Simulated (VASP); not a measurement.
# Si2W (I4/mmm) in VASP: settings compared

Aim: see how the results for Si2W move with the level of theory and the settings. Levels: PBE+U, LDA. Tasks: single point.

All numbers are computed with VASP 6.6.1; they aren't measurements. Logs are shortened: lines on timing, memory, paths and dates and some standing lists are left out, and cuts for length are marked.

### Step 1. The cell of the first run

The structure is tetragonal, space group I4/mmm (No. 139). Conventional cell: a = 3.214 Å, b = 3.214 Å, c = 7.830 Å, α = 90.00°, β = 90.00°, γ = 90.00°. W (site symmetry 4/mmm) has 10 Si at 2.62 Å and 4 W at 3.21 Å within 3.4 Å. Within 3.4 Å of Si (site symmetry 4mm) lie 9 Si at 2.59 to 3.21 Å and 5 W at 2.62 Å.

### Step 2. Single point, PBE+U

The input, INCAR:

```
SYSTEM = Si2W
PREC = Accurate ; ENCUT = 520
EDIFF = 1E-7 ; ISMEAR = -1
SIGMA = 0.05 ; LREAL = .False.
LASPH = .True. ; NELM = 150
ALGO = Normal ; ISIF = 2
LWAVE = .False. ; LCHARG = .True.
LMAXMIX = 4 ; LDAU = .True.
LDAUTYPE = 2 ; LDAUL = 2 -1
LDAUU = 6 0 ; LDAUJ = 0 0
LDAUPRINT = 1 ; GGA = PE
LELF = .True. ; LVHAR = .True.
NBANDS = 18
```

The input, KPOINTS:

```
regular mesh
0
Gamma
  12 12 12
  0 0 0
```

The input, POSCAR:

```
Si2W
1.0
   -1.6069000000      1.6069000000      3.9149500000
    1.6069000000     -1.6069000000      3.9149500000
    1.6069000000      1.6069000000     -3.9149500000
W Si
1 2
Direct
    0.0000000000      0.0000000000      0.0000000000
    0.6653000000      0.6653000000      0.0000000000
    0.3347000000      0.3347000000      0.0000000000
```

Potentials or basis: VASP PAW PBE potentials, release 64 (W_sv, Si).

Run with:

```bash
$ cat potpaw_PBE.64/W_sv/POTCAR potpaw_PBE.64/Si/POTCAR > POTCAR
$ mpirun -np 1 vasp_std > vasp.out
```

OUTCAR:

```text
SYSTEM = Si2W
   PREC = Accurate
   ENCUT = 520
   EDIFF = 1E-7
   ISMEAR = -1
   LREAL = .False.
   LASPH = .True.
   NELM = 150
   ISIF = 2
   GGA = PE

 ion  position               nearest neighbor table
   1  0.000  0.000  0.000-   2 2.62   2 2.62   2 2.62   3 2.62   2 2.62   3 2.62   3 2.62   3 2.62
                             2 2.62   3 2.62
   2  0.665  0.665  0.000-   3 2.59   1 2.62   1 2.62   1 2.62   1 2.62   1 2.62   3 2.63   3 2.63
                             3 2.63   3 2.63
   3  0.335  0.335  0.000-   2 2.59   1 2.62   1 2.62   1 2.62   1 2.62   1 2.62   2 2.63   2 2.63
                             2 2.63   2 2.63

  LATTYP: Found a body centered tetragonal cell.
 ALAT       =     3.2138000000
 C/A-ratio  =     2.4363370465

  Lattice vectors:

 A1 = (  -1.6069000000,   1.6069000000,   3.9149500000)
 A2 = (   1.6069000000,  -1.6069000000,   3.9149500000)
 A3 = (   1.6069000000,   1.6069000000,  -3.9149500000)

Analysis of symmetry for initial positions (statically):
=====================================================================
 Subroutine PRICEL returns:
 Original cell was already a primitive cell.

 Routine SETGRP: Setting up the symmetry group for a
 body centered tetragonal supercell.

 Subroutine GETGRP returns: Found 16 space group operations
 (whereof 16 operations were pure point group operations)
 out of a pool of 16 trial point group operations.

The static configuration has the point symmetry D_4h.

Analysis of symmetry for dynamics (positions and initial velocities):
=====================================================================
 Subroutine PRICEL returns:
 Original cell was already a primitive cell.

 Routine SETGRP: Setting up the symmetry group for a
 body centered tetragonal supercell.

 Subroutine GETGRP returns: Found 16 space group operations
 (whereof 16 operations were pure point group operations)
 out of a pool of 16 trial point group operations.

The dynamic configuration has the point symmetry D_4h.

 Subroutine INISYM returns: Found 16 space group operations
 (whereof 16 operations are pure point group operations),
 and found     1 'primitive' translations

----------------------------------------------------------------------------------------

                                     Primitive cell

  volume of cell :      40.4356

  direct lattice vectors                    reciprocal lattice vectors
    -1.606900000  1.606900000  3.914950000     0.000000000  0.311158131  0.127715552
     1.606900000 -1.606900000  3.914950000     0.311158131  0.000000000  0.127715552
     1.606900000  1.606900000 -3.914950000     0.311158131  0.311158131  0.000000000

  length of vectors
     4.526708376  4.526708376  4.526708376     0.336348992  0.336348992  0.440044048

  position of ions in fractional coordinates (direct lattice)
     0.000000000  0.000000000  0.000000000
     0.665300000  0.665300000  0.000000000
     0.334700000  0.334700000  0.000000000

  ion indices of the primitive-cell ions
   primitive index   ion index
                 1           1
                 2           2
                 3           3

----------------------------------------------------------------------------------------

 KPOINTS: regular mesh

Automatic generation of k-mesh.
 Grid dimensions read from file:
 generate k-points for:   12   12   12

 Generating k-lattice:

  Cartesian coordinates                     Fractional coordinates (reciprocal lattice)
     0.000000000  0.025929844  0.010642963     0.083333333  0.000000000  0.000000000
[... 47 lines left out ...]
   NGX,Y,Z   is equivalent  to a cutoff of  13.22, 13.22, 13.22 a.u.
   NGXF,Y,Z  is equivalent  to a cutoff of  26.44, 26.44, 26.44 a.u.
 SYSTEM =  Si2W
   PREC   = accura    normal or accurate (medium, high low for compatibility)
   ISTART =      0    job   : 0-new  1-cont  2-samecut
   ICHARG =      2    charge: 1-file 2-atom 10-const
   ISPIN  =      1    spin polarized calculation?
   LNONCOLLINEAR =      F non collinear calculations
   LSORBIT =      F    spin-orbit coupling
   LASPH  =      T    aspherical Exc in radial PAW
   ENCUT  =  520.0 eV  38.22 Ry    6.18 a.u.   8.42  8.42  8.42*2*pi/ulx,y,z
   NELM   =    150;   NELMIN=  2; NELMDL= -5     # of ELM steps
   EDIFF  = 0.1E-06   stopping-criterion for ELM
   LREAL  =      F    real-space projection
   EDIFFG = 0.1E-05   stopping-criterion for IOM
   NSW    =      0    number of steps for IOM
   IBRION =     -1    ionic relax: 0-MD 1-quasi-New 2-CG
   NFREE  =      0    steps in history (QN), initial steepest desc. (CG)
   ISIF   =      2    stress and relaxation
   ISYM   =      2    0-nonsym 1-usesym 2-fastsym
   POTIM  = 0.5000    time-step for ionic-motion
   TEBEG  =    0.0;   TEEND  =   0.0 temperature during run
   PSTRESS=    0.0 pullay stress
   NELECT =      22.0000    total number of electrons
   NUPDOWN=      -1.0000    fix difference up-down
   EMIN   =  10.00;   EMAX   =-10.00  energy-range for DOS
   EFERMI =   0.00;   METHOD = LEGACY
   ISMEAR =    -1;   SIGMA  =   0.05  broadening in eV -4-tet -1-fermi 0-gaus
   EFERMI_NEDOS =   21; number of points for ismear=-14 and -15
   IALGO  =     38    algorithm
   IMIX   =      4    mixing-type and parameters
     AMIX     =   0.40;   BMIX     =  1.00
     AMIX_MAG =   1.60;   BMIX_MAG =  1.00
  volume/ion in A,a.u.               =      13.48        90.96
  Fermi-wavevector in a.u.,A,eV,Ry     =   1.336476  2.525573 24.302284  1.786167
  Thomas-Fermi vector in A             =   2.465099
   LORBIT       =      0    0 simple, 1 ext, 2 COOP (PROOUT), +10 PAW based schemes
 LDA+U is selected, type is set to LDAUTYPE =  2
   angular momentum for each species LDAUL =     2   -1
   U (eV)           for each species LDAUU =   6.0  0.0
   J (eV)           for each species LDAUJ =   0.0  0.0
   GGA     = PE    functional components
   LHFCALC =     F    Hartree Fock is set to
   AEXX    =    0.0000 exact exchange contribution
   IVDW    =     0    specifies the selected vdW correction
   LEPSILON=     F    determine dielectric tensor
   LRPA    =     F    only Hartree local field effects (RPA)
 non-spin polarized calculation
  energy-cutoff  :      520.00
  volume of cell :       40.44
 maximum number of plane-waves:      1118
 NGX is ok and might be reduce to    36
   NGX = 17   NGY = 17   NGZ = 17

atom =   1  type =  1  l = 2

 onsite density matrix

spin component  1

  0.4150 -0.0000  0.0000  0.0000  0.0000
 -0.0000  0.4093  0.0000  0.0000 -0.0000
  0.0000  0.0000  0.2936  0.0000  0.0000
  0.0000  0.0000  0.0000  0.4093 -0.0000
  0.0000 -0.0000  0.0000 -0.0000  0.2263

spin component  2

  0.4150 -0.0000  0.0000  0.0000  0.0000
 -0.0000  0.4093  0.0000  0.0000 -0.0000
  0.0000  0.0000  0.2936  0.0000  0.0000
  0.0000  0.0000  0.0000  0.4093 -0.0000
  0.0000 -0.0000  0.0000 -0.0000  0.2263

 occupancies and eigenvectors

  o =  0.2263  v =  0.0000 -0.0000  0.0000  0.0000 -1.0000  0.0000  0.0000  0.0000  0.0000  0.0000      0.0000  0.0000  0.0000  0.0000  0.0000  0.0000  0.0000  0.0000  0.0000  0.0000
  o =  0.2263  v =  0.0000  0.0000  0.0000  0.0000  0.0000  0.0000 -0.0000  0.0000  0.0000 -1.0000      0.0000  0.0000  0.0000  0.0000  0.0000  0.0000  0.0000  0.0000  0.0000  0.0000
  o =  0.2936  v =  0.0000 -0.0000  1.0000 -0.0000  0.0000  0.0000  0.0000  0.0000  0.0000  0.0000      0.0000  0.0000  0.0000  0.0000  0.0000  0.0000  0.0000  0.0000  0.0000  0.0000
  o =  0.2936  v =  0.0000  0.0000  0.0000  0.0000  0.0000  0.0000 -0.0000  1.0000 -0.0000  0.0000      0.0000  0.0000  0.0000  0.0000  0.0000  0.0000  0.0000  0.0000  0.0000  0.0000
  o =  0.4093  v =  0.0000  0.0000  0.0000  0.0000  0.0000  0.0000 -0.0835 -0.0000 -0.9965  0.0000      0.0000  0.0000  0.0000  0.0000  0.0000  0.0000  0.0000  0.0000  0.0000  0.0000
  o =  0.4093  v =  0.0000 -0.0835 -0.0000 -0.9965  0.0000  0.0000  0.0000  0.0000  0.0000  0.0000      0.0000  0.0000  0.0000  0.0000  0.0000  0.0000  0.0000  0.0000  0.0000  0.0000
  o =  0.4093  v =  0.0000  0.0000  0.0000  0.0000  0.0000  0.0000 -0.9965 -0.0000  0.0835  0.0000      0.0000  0.0000  0.0000  0.0000  0.0000  0.0000  0.0000  0.0000  0.0000  0.0000
  o =  0.4093  v =  0.0000 -0.9965 -0.0000  0.0835  0.0000  0.0000  0.0000  0.0000  0.0000  0.0000      0.0000  0.0000  0.0000  0.0000  0.0000  0.0000  0.0000  0.0000  0.0000  0.0000
  o =  0.4150  v =  1.0000  0.0000  0.0000  0.0000  0.0000  0.0000  0.0000  0.0000  0.0000  0.0000      0.0000  0.0000  0.0000  0.0000  0.0000  0.0000  0.0000  0.0000  0.0000  0.0000
  o =  0.4150  v =  0.0000  0.0000  0.0000  0.0000  0.0000  1.0000  0.0000  0.0000  0.0000  0.0000      0.0000  0.0000  0.0000  0.0000  0.0000  0.0000  0.0000  0.0000  0.0000  0.0000

 number of electron      21.9999999 magnetization

 Free energy of the ion-electron system (eV)
  ---------------------------------------------------
  ext. energy  EPLUGINS =         0.00000000
  ---------------------------------------------------
  free energy    TOTEN  =       -18.04502879 eV

  energy without entropy =      -18.04250794  energy(sigma->0) =      -18.04376837

 E-fermi :  12.2121     XC(G=0): -12.5383

 val. band max:       12.2042442750   @ k =  -0.0833  -0.1667   0.0833
 cond. band min:      12.2218922098   @ k =  -0.1667  -0.2500   0.1667
 fundamental gap:      0.0176479348
 Fermi energy:        12.2121287729

 k-point     1 :       0.0000    0.0000    0.0000
  band No.  band energies     occupation
      1     -62.3939      2.00000
      2     -26.6033      2.00000
      3     -26.6004      2.00000
      4     -26.6004      2.00000
      5      -2.0587      2.00000
      6       5.3873      2.00000
[... 481 lines left out ...]
      5       1.0469      2.00000
      6       3.7730      2.00000
[... 10 lines left out ...]
     17      19.1731      0.00000
     18      20.4207      0.00000

 [... further k-points ...]

------------------------ aborting loop because EDIFF is reached ----------------------------------------

  FORCE on cell =-STRESS in cart. coord.  units (eV):
  Direction    XX          YY          ZZ          XY          YZ          ZX
  --------------------------------------------------------------------------------------
  -------------------------------------------------------------------------------------
  Total        2.3763042      2.3763042      2.3096031      0.0000000     -0.0000000     -0.0000000
  in kB       94.1561541     94.1561541     91.5132577      0.0000000     -0.0000000     -0.0000000
  external PRESSURE =      93.2751886 kB  Pullay stress =       0.0000000 kB

 VOLUME and BASIS-vectors are now :
 -----------------------------------------------------------------------------
  energy-cutoff  :      520.00
  volume of cell :       40.44
      direct lattice vectors                 reciprocal lattice vectors
    -1.606900000  1.606900000  3.914950000     0.000000000  0.311158131  0.127715552
     1.606900000 -1.606900000  3.914950000     0.311158131  0.000000000  0.127715552
     1.606900000  1.606900000 -3.914950000     0.311158131  0.311158131  0.000000000

 POSITION                                       TOTAL-FORCE (eV/Angst)
 -----------------------------------------------------------------------------------
      0.00000      0.00000      0.00000        -0.000000     -0.000000     -0.000000
      0.00000      0.00000      5.20923         0.000000      0.000000     -0.015403
      0.00000      0.00000      2.62067         0.000000      0.000000      0.015403
 -----------------------------------------------------------------------------------
    total drift:                               -0.000000     -0.000000      0.000000

  FREE ENERGIE OF THE ION-ELECTRON SYSTEM (eV)
  ---------------------------------------------------
  free  energy   TOTEN  =       -18.0450287931 eV

  energy  without entropy=      -18.0425079414  energy(sigma->0) =      -18.04376837
```

It took 3.8 min on 1 thread of Intel Xeon 8259CL, shared host; peak memory 0.28 GiB.

What came out:

```yaml
Free_energy: -18.0450 eV
Pressure: 9.3 GPa
Largest_force: 0.015 eV/Å
Band_gap_on_the_k_mesh: zero (bands 11 and 12 overlap by 1.24 eV)
```

Forces in eV/Å, atoms in the order of the input:
```
W    0.000  0.000  0.000
Si   0.000  0.000 -0.015
Si   0.000  0.000  0.015
```

Levels at points of the mesh, in eV from the Fermi level:
```csv
k point,band 8,band 9,band 10,band 11,band 12,band 13,band 14,band 15
"(0.00, 0.00, 0.00)",-2.94,-2.94,-2.78,0.49,2.56,2.77,2.84,2.84
"(0.50, 0.00, 0.00)",-5.05,-2.92,-2.55,-0.53,2.64,3.41,3.75,4.45
"(0.50, 0.50, 0.00)",-5.64,-5.08,-3.36,-2.05,2.60,3.49,3.81,3.89
"(0.50, 0.50, 0.50)",-2.38,-1.01,-1.01,-0.59,-0.59,0.67,4.33,4.87
```

Eigenvalues of the final occupation matrices:
```csv
site,spin,trace,eigenvalues
site 1 d,1,1.75,0.23 0.29 0.41 0.41 0.41
site 1 d,2,1.75,0.23 0.29 0.41 0.41 0.41
```

Caveat: the cell stands under pressure; spin-orbit coupling is left out, which moves the levels of the heavy elements; U without spin polarisation on a metal has little footing; the U is typed as a test and isn't derived for this compound.

### Step 3. Single point, PBE+U

The input, INCAR:

```
PREC     = Accurate       # precision mode
ENCUT    = 520            # plane-wave cutoff, eV
EDIFF    = 1E-7           # SCF threshold, eV
ISMEAR   = -1             # smearing method
SIGMA    = 0.05           # smearing width, eV
LREAL    = F              # projectors in reciprocal space
LASPH    = T              # aspherical terms in the spheres
NELM     = 150            # most SCF steps
ALGO     = Normal         # electronic algorithm
ISIF     = 2              # what is computed and relaxed
LWAVE    = F              # write WAVECAR
LCHARG   = F              # write CHGCAR
LMAXMIX  = 4              # l up to which the mixer works
LDAU     = T              # DFT+U
LDAUTYPE = 2            
LDAUL    = 2 -1           # shell
LDAUU    = 8 0            # U, eV
LDAUJ    = 0 0          
LDAUPRINT= 1            
GGA      = PE             # functional
NBANDS   = 18             # bands
```

The input, KPOINTS:

```
Automatic mesh
0
Gamma
  12 12 12
```

POSCAR is that of step 2.

Potentials or basis: VASP PAW PBE potentials, release 64 (W_sv, Si).

Run with:

```bash
$ cat potpaw_PBE.64/W_sv/POTCAR potpaw_PBE.64/Si/POTCAR > POTCAR
$ mpirun -np 1 vasp_std > vasp.out
```

Run time: 3.9 min. Hardware: 1 thread of Intel Xeon 8259CL, shared host; peak memory 0.29 GiB.

The run converged. Its results:

```
Free energy            : -15.8421 eV
Pressure               : 11.7 GPa
Largest force          : 0.062 eV/Å
Band gap on the k mesh : zero (bands 11 and 12 overlap by 1.18 eV)
```

Forces on the atoms (eV/Å):
```
W    0.000  0.000  0.000
Si   0.000  0.000 -0.062
Si   0.000  0.000  0.062
```

Stress tensor (GPa, compression positive):
```
11.79  0.00  0.00
 0.00 11.79  0.00
 0.00  0.00 11.38
```

Levels at points of the mesh, in eV from the Fermi level:
```tsv
k point	band 7	band 8	band 9	band 10	band 11	band 12	band 13	band 14	band 15	band 16
(0.00, 0.00, 0.00)	-3.97	-2.95	-2.95	-2.49	0.45	2.53	2.75	2.79	2.79	5.15
(0.50, 0.00, 0.00)	-5.82	-5.09	-2.95	-2.41	-0.54	2.63	3.72	3.78	4.51	4.85
(0.50, 0.50, 0.00)	-6.22	-5.65	-5.06	-3.37	-2.11	2.56	3.71	3.81	3.99	4.35
(0.50, 0.50, 0.50)	-3.14	-2.24	-1.03	-1.03	-0.60	-0.60	0.63	4.30	4.92	6.37
```

Eigenvalues of the final occupation matrices:
```tsv
site	spin	trace	eigenvalues
site 1 d	1	1.73	0.21 0.28 0.41 0.41 0.42
site 1 d	2	1.73	0.21 0.28 0.41 0.41 0.42
```

Caveat: the cell stands under pressure; spin-orbit coupling is left out, which moves the levels of the heavy elements; U without spin polarisation on a metal has little footing; the U is typed as a test and isn't derived for this compound.

(Continued in part 2 of 2.)
